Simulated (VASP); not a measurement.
# Bi (Im-3m) in VASP: further runs

Bi is run at these levels: PBEsol; tasks: single point.

Everything below comes from runs of VASP 6.6.1. Logs are shortened: lines on timing, memory, paths and dates and some standing lists are left out, and cuts for length are marked.

### Step 1. The cell of the first run

Symmetry: Im-3m, No. 229, cubic system. Conventional cell: a = 3.050 Å, b = 3.050 Å, c = 3.050 Å, α = 90.00°, β = 90.00°, γ = 90.00°. Within 3.5 Å of Bi (site symmetry m-3m) lie 14 Bi at 2.64 to 3.05 Å.

This isn't the form of Bi at room conditions, which is rhombohedral.

### Step 2. Single point, PBEsol, non-collinear spin, zero start, spin-orbit coupling

INCAR reads:

```
SYSTEM = Bi
PREC     = Accurate       ! precision mode
ENCUT    = 520            ! plane-wave cutoff, eV
EDIFF    = 1E-6           ! SCF threshold, eV
ISMEAR   = 0              ! smearing method
SIGMA    = 0.05           ! smearing width, eV
LREAL    = .False.        ! projectors in reciprocal space
LASPH    = .True.         ! aspherical terms in the spheres
NELM     = 150            ! most SCF steps
ALGO     = Fast           ! electronic algorithm
ISIF     = 2              ! what is computed and relaxed
LWAVE    = .False.        ! write WAVECAR
LCHARG   = .False.        ! write CHGCAR
MAGMOM   = 0 0 0          ! initial moments
LORBIT   = 11             ! projections on sites
LSORBIT  = .True.         ! spin-orbit coupling
GGA_COMPAT= .False.      
LORBMOM  = .True.       
GGA      = PS             ! functional
NBANDS   = 26             ! bands
```

KPOINTS reads:

```
Automatic mesh
0
Gamma
  20 20 20
  0 0 0
```

POSCAR reads:

```
Bi
1.0
   -1.5248919911      1.5248919911      1.5248919911
    1.5248919911     -1.5248919911      1.5248919911
    1.5248919911      1.5248919911     -1.5248919911
Bi
1
Direct
    0.0000000000      0.0000000000      0.0000000000
```

Potentials or basis: VASP PAW PBE potentials, release 64 (Bi_d).

Launch:

```
> cat potpaw_PBE.64/Bi_d/POTCAR > POTCAR
> mpirun -np 1 vasp_ncl > vasp.out
```

OUTCAR:

```text
SYSTEM = Bi
   PREC = Accurate
   ENCUT = 520
   EDIFF = 1E-6
   ISMEAR = 0
   LREAL = .False.
   LASPH = .True.
   NELM = 150
   ISIF = 2
   LORBIT = 11
   LSORBIT = .True.
   GGA = PS

 ion  position               nearest neighbor table
   1  0.000  0.000  0.000-

  LATTYP: Found a body centered cubic cell.
 ALAT       =     3.0497839822

  Lattice vectors:

 A1 = (  -1.5248919911,   1.5248919911,   1.5248919911)
 A2 = (   1.5248919911,  -1.5248919911,   1.5248919911)
 A3 = (   1.5248919911,   1.5248919911,  -1.5248919911)

Analysis of symmetry for initial positions (statically):
=====================================================================
 Subroutine PRICEL returns:
 Original cell was already a primitive cell.

 Routine SETGRP: Setting up the symmetry group for a
 body centered cubic supercell.

 Subroutine GETGRP returns: Found 48 space group operations
 (whereof 48 operations were pure point group operations)
 out of a pool of 48 trial point group operations.

The static configuration has the point symmetry O_h .

Analysis of symmetry for dynamics (positions and initial velocities):
=====================================================================
 Subroutine PRICEL returns:
 Original cell was already a primitive cell.

 Routine SETGRP: Setting up the symmetry group for a
 body centered cubic supercell.

 Subroutine GETGRP returns: Found 48 space group operations
 (whereof 48 operations were pure point group operations)
 out of a pool of 48 trial point group operations.

The dynamic configuration has the point symmetry O_h .

Analysis of structural, dynamic, and magnetic symmetry:
=====================================================================
 Subroutine PRICEL returns:
 Original cell was already a primitive cell.

 Routine SETGRP: Setting up the symmetry group for a
 body centered cubic supercell.

 Subroutine GETGRP returns: Found 48 space group operations
 (whereof 48 operations were pure point group operations)
 out of a pool of 48 trial point group operations.

The overall configuration has the point symmetry O_h .

 Subroutine INISYM returns: Found 48 space group operations
 (whereof 48 operations are pure point group operations),
 and found     1 'primitive' translations

----------------------------------------------------------------------------------------

                                     Primitive cell

  volume of cell :      14.1833

[... 149 lines left out ...]
      3      -4.4348      1.00000
      4      -4.4348      1.00000
      5      -2.0022      1.00000
      6      -2.0022      1.00000
[... 685 lines left out ...]
     25      40.5417      0.00000
     26      40.5503      0.00000

 [... further k-points ...]

------------------------ aborting loop because EDIFF is reached ----------------------------------------

  FORCE on cell =-STRESS in cart. coord.  units (eV):
  Direction    XX          YY          ZZ          XY          YZ          ZX
  --------------------------------------------------------------------------------------
  -------------------------------------------------------------------------------------
  Total       23.0515371     23.0515371     23.0515371     -0.0000000     -0.0000000     -0.0000000
  in kB     2603.9535333   2603.9535333   2603.9535333     -0.0000000     -0.0000000     -0.0000000
  external PRESSURE =    2603.9535333 kB  Pullay stress =       0.0000000 kB

 VOLUME and BASIS-vectors are now :
 -----------------------------------------------------------------------------
  energy-cutoff  :      520.00
  volume of cell :       14.18
      direct lattice vectors                 reciprocal lattice vectors
    -1.524891991  1.524891991  1.524891991     0.000000000  0.327892076  0.327892076
     1.524891991 -1.524891991  1.524891991     0.327892076  0.000000000  0.327892076
     1.524891991  1.524891991 -1.524891991     0.327892076  0.327892076  0.000000000

 POSITION                                       TOTAL-FORCE (eV/Angst)
 -----------------------------------------------------------------------------------
      0.00000      0.00000      0.00000        -0.000000      0.000000      0.000000
 -----------------------------------------------------------------------------------
    total drift:                                0.000000     -0.000000      0.000000

  FREE ENERGIE OF THE ION-ELECTRON SYSTEM (eV)
  ---------------------------------------------------
  free  energy   TOTEN  =         1.3563925619 eV

  energy  without entropy=        1.3566794297  energy(sigma->0) =        1.35653600

 orbital moment (x)

 # of ion     p       d       tot
 ----------------------------------------
  1         0.000  -0.000  -0.000
 ----------------------------------------
            0.000  -0.000  -0.000

 orbital moment (y)

 # of ion     p       d       tot
 ----------------------------------------
  1         0.000   0.000   0.000
 ----------------------------------------
            0.000   0.000   0.000

 orbital moment (z)

 # of ion     p       d       tot
 ----------------------------------------
  1         0.000   0.000   0.000
 ----------------------------------------
            0.000   0.000   0.000

 Spin-Orbit-Coupling matrix elements

 Ion:    1  E_soc:     -1.6443678
 l=   1
     0.0000000    -0.2043944    -0.2043944
    -0.2043944     0.0000000    -0.2043944
    -0.2043944    -0.2043944     0.0000000
 l=   2
     0.0000000    -0.0136213     0.0000000    -0.0136213    -0.0560456
    -0.0136213     0.0000000    -0.0420342    -0.0136213    -0.0140114
     0.0000000    -0.0420342     0.0000000    -0.0420342     0.0000000
    -0.0136213    -0.0136213    -0.0420342     0.0000000    -0.0140114
    -0.0560456    -0.0140114     0.0000000    -0.0140114     0.0000000
 l=   3
     0.0000000     0.0000000     0.0000000     0.0000000     0.0000000     0.0000000     0.0000000
     0.0000000     0.0000000     0.0000000     0.0000000     0.0000000     0.0000000     0.0000000
     0.0000000     0.0000000     0.0000000     0.0000000     0.0000000     0.0000000     0.0000000
     0.0000000     0.0000000     0.0000000     0.0000000     0.0000000     0.0000000     0.0000000
     0.0000000     0.0000000     0.0000000     0.0000000     0.0000000     0.0000000     0.0000000
     0.0000000     0.0000000     0.0000000     0.0000000     0.0000000     0.0000000     0.0000000
     0.0000000     0.0000000     0.0000000     0.0000000     0.0000000     0.0000000     0.0000000

 total charge

# of ion       s       p       d       tot
------------------------------------------
    1        1.583   2.055  10.244  13.883

 magnetization (x)

# of ion       s       p       d       tot
------------------------------------------
    1       -0.000   0.000   0.000   0.000

 magnetization (y)

# of ion       s       p       d       tot
------------------------------------------
    1        0.000   0.000   0.000   0.000

 magnetization (z)

# of ion       s       p       d       tot
------------------------------------------
    1       -0.000   0.000  -0.000  -0.000
```

OSZICAR:

```text
N       E                     dE             d eps       ncg     rms          rms(c)
DAV:   1     0.158721184845E+03    0.15872E+03   -0.72486E+03 14578   0.184E+03
DAV:   2     0.141356179389E+02   -0.14459E+03   -0.13829E+03 13694   0.441E+02
DAV:   3     0.153030755320E+01   -0.12605E+02   -0.12408E+02 15638   0.131E+02
DAV:   4     0.118467097852E+01   -0.34564E+00   -0.34435E+00 16220   0.211E+01
DAV:   5     0.117160519379E+01   -0.13066E-01   -0.13064E-01 18916   0.381E+00    0.240E+00
RMM:   6     0.128917294057E+01    0.11757E+00   -0.20480E-02 18394   0.137E+00    0.135E+00
RMM:   7     0.135571140356E+01    0.66538E-01   -0.37051E-02 17926   0.159E+00    0.775E-01
RMM:   8     0.135612679873E+01    0.41540E-03   -0.64876E-03 22042   0.757E-01    0.842E-02
RMM:   9     0.135640711672E+01    0.28032E-03   -0.11359E-03 21214   0.337E-01    0.279E-02
RMM:  10     0.135638581917E+01   -0.21298E-04   -0.30982E-04 23183   0.144E-01    0.116E-02
RMM:  11     0.135639067136E+01    0.48522E-05   -0.32785E-05 22728   0.486E-02    0.499E-03
RMM:  12     0.135639189976E+01    0.12284E-05   -0.51536E-06 18189   0.191E-02    0.173E-03
RMM:  13     0.135639256195E+01    0.66219E-06   -0.10349E-06 14280   0.102E-02
   1 F= 0.13563926E+01 E0= 0.13565360E+01  d E =-.286868E-03  mag=    -0.0000     0.0000    -0.0000
```

Wall time 2.7 min (1 thread of Intel Xeon 8259CL, shared host); peak memory 0.23 GiB.

What came out:

| Quantity | Value |
| --- | --- |
| Free energy | 1.3564 eV |
| Pressure | 260.4 GPa |
| Net moment | 0.00 μB per cell |
| Valence electrons inside the program's atomic spheres | Bi 13.88 |

Moments on the atoms (μB; x, y, z):
```
Bi  0.00 0.00 0.00
```

Caveat: the cell stands under pressure; the PAW data sets were made with another functional, which shifts forces and pressure a little.

### Step 3. Single point, PBEsol, non-collinear spin, zero start, spin-orbit coupling

This run uses another cell than the first one, of 15.51 Å³/atom.

INCAR reads:

```
SYSTEM = Bi
ALGO = Normal
EDIFF = 1E-6
ENCUT = 520
GGA = PS
GGA_COMPAT = .FALSE.
ISIF = 2
ISMEAR = 0
LASPH = .TRUE.
LCHARG = .FALSE.
LORBIT = 11
LORBMOM = .TRUE.
LREAL = .FALSE.
LSORBIT = .TRUE.
LWAVE = .FALSE.
MAGMOM = 0 0 0
NBANDS = 26
NELM = 150
PREC = Accurate
SIGMA = 0.05
```

KPOINTS reads:

```
k-points
0
G
  20 20 20
  0 0 0
```

POSCAR reads:

```
Bi
1.0
   -1.5710345200      1.5710345200      1.5710345200
    1.5710345200     -1.5710345200      1.5710345200
    1.5710345200      1.5710345200     -1.5710345200
Bi
1
Direct
    0.0000000000      0.0000000000      0.0000000000
```

Potentials or basis: VASP PAW PBE potentials, release 64 (Bi_d).

Launch:

```
> cat potpaw_PBE.64/Bi_d/POTCAR > POTCAR
> mpirun -np 1 vasp_ncl > vasp.out
```

OUTCAR:

```text
SYSTEM = Bi
   EDIFF = 1E-6
   ENCUT = 520
   GGA = PS
   ISIF = 2
   ISMEAR = 0
   LASPH = .TRUE.
   LORBIT = 11
   LREAL = .FALSE.
   LSORBIT = .TRUE.
   NELM = 150
   PREC = Accurate

 ion  position               nearest neighbor table
   1  0.000  0.000  0.000-

  LATTYP: Found a body centered cubic cell.
 ALAT       =     3.1420690400

  Lattice vectors:

 A1 = (  -1.5710345200,   1.5710345200,   1.5710345200)
 A2 = (   1.5710345200,  -1.5710345200,   1.5710345200)
 A3 = (   1.5710345200,   1.5710345200,  -1.5710345200)

Analysis of symmetry for initial positions (statically):
=====================================================================
 Subroutine PRICEL returns:
 Original cell was already a primitive cell.

 Routine SETGRP: Setting up the symmetry group for a
 body centered cubic supercell.

 Subroutine GETGRP returns: Found 48 space group operations
 (whereof 48 operations were pure point group operations)
 out of a pool of 48 trial point group operations.

The static configuration has the point symmetry O_h .

Analysis of symmetry for dynamics (positions and initial velocities):
=====================================================================
 Subroutine PRICEL returns:
 Original cell was already a primitive cell.

 Routine SETGRP: Setting up the symmetry group for a
 body centered cubic supercell.

 Subroutine GETGRP returns: Found 48 space group operations
[... 899 lines left out ...]

 orbital moment (x)

 # of ion     p       d       tot
 ----------------------------------------
  1        -0.000  -0.000  -0.000
 ----------------------------------------
           -0.000  -0.000  -0.000

 orbital moment (y)

 # of ion     p       d       tot
 ----------------------------------------
  1         0.000   0.000   0.000
 ----------------------------------------
            0.000   0.000   0.000

 orbital moment (z)

 # of ion     p       d       tot
 ----------------------------------------
  1         0.000   0.000   0.000
 ----------------------------------------
            0.000   0.000   0.000

 Spin-Orbit-Coupling matrix elements

 Ion:    1  E_soc:     -1.6262774
 l=   1
     0.0000000    -0.2019777    -0.2019777
    -0.2019777     0.0000000    -0.2019777
    -0.2019777    -0.2019777     0.0000000
 l=   2
     0.0000000    -0.0135346     0.0000000    -0.0135346    -0.0555339
    -0.0135346     0.0000000    -0.0416505    -0.0135346    -0.0138835
     0.0000000    -0.0416505     0.0000000    -0.0416505     0.0000000
    -0.0135346    -0.0135346    -0.0416505     0.0000000    -0.0138835
    -0.0555339    -0.0138835     0.0000000    -0.0138835     0.0000000
 l=   3
     0.0000000     0.0000000     0.0000000     0.0000000     0.0000000     0.0000000     0.0000000
     0.0000000     0.0000000     0.0000000     0.0000000     0.0000000     0.0000000     0.0000000
     0.0000000     0.0000000     0.0000000     0.0000000     0.0000000     0.0000000     0.0000000
     0.0000000     0.0000000     0.0000000     0.0000000     0.0000000     0.0000000     0.0000000
     0.0000000     0.0000000     0.0000000     0.0000000     0.0000000     0.0000000     0.0000000
     0.0000000     0.0000000     0.0000000     0.0000000     0.0000000     0.0000000     0.0000000
     0.0000000     0.0000000     0.0000000     0.0000000     0.0000000     0.0000000     0.0000000

 total charge

# of ion       s       p       d       tot
------------------------------------------
    1        1.569   1.911  10.164  13.644

 magnetization (x)

# of ion       s       p       d       tot
------------------------------------------
    1       -0.000   0.000   0.000  -0.000

 magnetization (y)

# of ion       s       p       d       tot
------------------------------------------
    1       -0.000   0.000   0.000  -0.000

 magnetization (z)

# of ion       s       p       d       tot
------------------------------------------
    1        0.000   0.000   0.000   0.000
```

OSZICAR:

```text
N       E                     dE             d eps       ncg     rms          rms(c)
DAV:   1     0.159951096646E+03    0.15995E+03   -0.72692E+03 14124   0.179E+03
DAV:   2     0.128596772753E+02   -0.14709E+03   -0.14101E+03 13682   0.439E+02
DAV:   3    -0.206214260737E+00   -0.13066E+02   -0.12850E+02 15804   0.132E+02
DAV:   4    -0.579695809490E+00   -0.37348E+00   -0.37266E+00 16080   0.218E+01
DAV:   5    -0.594802789662E+00   -0.15107E-01   -0.15105E-01 19152   0.407E+00    0.202E+00
DAV:   6    -0.517632261619E+00    0.77171E-01   -0.17788E-02 18506   0.205E+00    0.112E+00
DAV:   7    -0.474401060826E+00    0.43231E-01   -0.17593E-02 18396   0.186E+00    0.689E-01
DAV:   8    -0.473523016278E+00    0.87804E-03   -0.83782E-04 15670   0.336E-01    0.639E-02
DAV:   9    -0.473236821841E+00    0.28619E-03   -0.17457E-04 17800   0.228E-01    0.140E-02
DAV:  10    -0.473221281435E+00    0.15540E-04   -0.97948E-06 18408   0.606E-02    0.292E-03
DAV:  11    -0.473219333828E+00    0.19476E-05   -0.56615E-07 10178   0.137E-02    0.600E-04
DAV:  12    -0.473219323286E+00    0.10541E-07   -0.20521E-07  7820   0.657E-03
   1 F= -.47321932E+00 E0= -.47309944E+00  d E =-.239776E-03  mag=     0.0000     0.0000     0.0000
```

Wall time 2 min (1 thread of Intel Xeon 8259CL, shared host); peak memory 0.23 GiB.

What came out:

| Property | Result |
| --- | --- |
| Free energy | -0.4732 eV |
| Pressure | 185.7 GPa |
| Net moment | 0.00 μB per cell |
| Valence electrons inside the program's atomic spheres | Bi 13.64 |

Moments on the atoms (μB; x, y, z):
```
Bi  0.00 0.00 0.00
```

Caveat: the cell stands under pressure; the PAW data sets were made with another functional, which shifts forces and pressure a little.
